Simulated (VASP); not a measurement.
A run of VASP 6.6.1 is set up as follows.

Contents of INCAR:

```
SYSTEM = Re
PREC = Accurate
ENCUT = 520
EDIFF = 1E-7
ISMEAR = -1
SIGMA = 0.1
LREAL = .False.
LASPH = .True.
NELM = 80
ALGO = Normal
ISIF = 2
LWAVE = .False.
LCHARG = .False.
GGA = CA
NBANDS = 10
```

File KPOINTS:

```
regular mesh
0
Gamma
  19 19 19
  0 0 0
```

POSCAR

```
Re
1.0
   -1.5352640187      1.5352640187      1.5352640187
    1.5352640187     -1.5352640187      1.5352640187
    1.5352640187      1.5352640187     -1.5352640187
Re
1
Direct
    0.0000000000      0.0000000000      0.0000000000
```

Potentials or basis: VASP PAW LDA potentials, release 64 (Re).

Run with:

```bash
$ cat potpaw_LDA.64/Re/POTCAR > POTCAR
$ mpirun -np 1 vasp_std > vasp.out
```

Q: Estimate the band gap on the k mesh.

A: Zero (an odd number of electrons rules out a gap without spin polarisation).

Q: What does it give for the pressure?

A: 1.5 GPa.

Caveat: spin-orbit coupling is left out, which moves the levels of the heavy elements.
